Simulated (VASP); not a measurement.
Input of a VASP 6.6.1 run:

File POSCAR:

```
MoS2
1.0
    1.5875903891      0.9165957385      6.1939349653
   -1.5875903891      0.9165957385      6.1939349653
    0.0000000000     -1.8331914770      6.1939349653
Mo S
1 2
Direct
    0.9997635220      0.9997635220      0.9997635220
    0.4167796975      0.4167796975      0.4167796975
    0.2494577807      0.2494577807      0.2494577807
```

File INCAR.step1:

```
PREC     = Accurate       # precision mode
ENCUT    = 520            # plane-wave cutoff, eV
ISMEAR   = -1             # smearing method
SIGMA    = 0.02           # smearing width, eV
LREAL    = False          # projectors in reciprocal space
LASPH    = True           # aspherical terms in the spheres
NELM     = 100            # most SCF steps
NBANDS   = 20             # bands
GGA      = PE             # functional
ALGO     = Normal         # electronic algorithm
EDIFF    = 1E-4           # SCF threshold, eV
LWAVE    = True           # write WAVECAR
LCHARG   = False          # write CHGCAR
```

INCAR.step2

```
PREC     = Accurate       # precision mode
ENCUT    = 520            # plane-wave cutoff, eV
EDIFF    = 1E-6           # SCF threshold, eV
ISMEAR   = -1             # smearing method
SIGMA    = 0.02           # smearing width, eV
LREAL    = False          # projectors in reciprocal space
LASPH    = True           # aspherical terms in the spheres
NELM     = 100            # most SCF steps
ALGO     = Normal         # electronic algorithm
ISIF     = 2              # what is computed and relaxed
LWAVE    = False          # write WAVECAR
LCHARG   = False          # write CHGCAR
METAGGA  = R2SCAN         # meta-GGA
LMIXTAU  = True         
LUSE_VDW = True         
IVDW_NL  = 2            
BPARAM   = 11.95        
CPARAM   = 0.0093       
NBANDS   = 20             # bands
ISTART   = 1
```

KPOINTS

```
regular mesh
0
Gamma
  8 8 8
```

Potentials or basis: VASP PAW PBE potentials, release 64 (Mo_sv, S).

Run with:

```console
$ cat potpaw_PBE.64/Mo_sv/POTCAR potpaw_PBE.64/S/POTCAR > POTCAR
$ cp INCAR.step1 INCAR
$ mpirun -np 1 vasp_std > vasp.out
$ cp INCAR.step2 INCAR
$ mpirun -np 1 vasp_std > vasp.out
```

Estimate the largest force.

0.016 eV/Å.

What does it give for the band gap on the k mesh?

1.14 eV (least direct gap 2.11 eV).

Predict the pressure.

0.2 GPa.

Forces in eV/Å, atoms in the order of the input:
```
Mo   0.000  0.000 -0.001
S    0.000  0.000  0.016
S    0.000  0.000 -0.016
```

Caveat: the PAW data sets were made with another functional, which shifts forces and pressure a little. A k mesh can miss the band edges.
